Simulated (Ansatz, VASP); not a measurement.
# Two plane-wave programs on Re

The input INCAR:

```
SYSTEM = Re
ALGO = Normal ; EDIFF = 1E-7
ENCUT = 520 ; GGA = CA
ISIF = 2 ; ISMEAR = -1
LASPH = .TRUE. ; LCHARG = .FALSE.
LREAL = .FALSE. ; LWAVE = .FALSE.
NBANDS = 10 ; NELM = 100
PREC = Accurate ; SIGMA = 0.1
```

The input KPOINTS:

```
k-points
0
G
  19 19 19
  0 0 0
```

The input POSCAR:

```
Re
1.0
   -1.4010520474      1.4010520474      1.4010520474
    1.4010520474     -1.4010520474      1.4010520474
    1.4010520474      1.4010520474     -1.4010520474
Re
1
Direct
    0.0000000000      0.0000000000      0.0000000000
```

Input for Ansatz:

```yaml
crystal:
  lattice:
    - [-1.4010520474, 1.4010520474, 1.4010520474]
    - [1.4010520474, -1.4010520474, 1.4010520474]
    - [1.4010520474, 1.4010520474, -1.4010520474]
  atoms:
    - { symbol: Re, position: [0.0, 0.0, 0.0] }
kpoints:
  mp_grid: { grid: [19, 19, 19] }
scf:
  occupations: { method: fermi_dirac, width: 0.1 }
hamiltonian:
  xc: lda
  pseudopotentials: { kind: paw }
output:
  forces: true
  stress: true
  eigenvalues: true
  populations: true
  write_density: true
  write_potential: true
  elf: true
  volumetric_format: npy
```

Change from the starting cell: volume scaled by 0.76, PAW files.

Alike in both runs: task single point; functional LDA; k mesh 19 × 19 × 19; occupations fermi-dirac, width 0.1 eV; no spin polarisation.

|  | VASP | Ansatz |
| --- | --- | --- |
| version | VASP 6.6.1 | Ansatz 0.2.0 |
| potentials or method | VASP PAW LDA potentials, release 64 (Re) | PAW with Ansatz's default frozen-core files, scalar-relativistic |
| plane-wave cutoff (eV) | 520 | 420 |
| valence electrons in the cell | 7 | 15 |

|  | VASP | Ansatz | Ansatz less VASP |
| --- | --- | --- | --- |
| pressure (GPa) | 205.0 | 196.5 | -8.54 |

LDA's correlation is that of Perdew and Zunger in VASP and of Perdew and Wang (1992) in Ansatz. Both programs put the cell under a high pressure, so it lies far from rest at this level. VASP's potentials hold 7 valence electrons a cell and Ansatz's 15, so a difference there can come from the potentials and not from the codes.

Spin-orbit coupling is off throughout. Noted on VASP's run: the cell as given lies far from equilibrium.
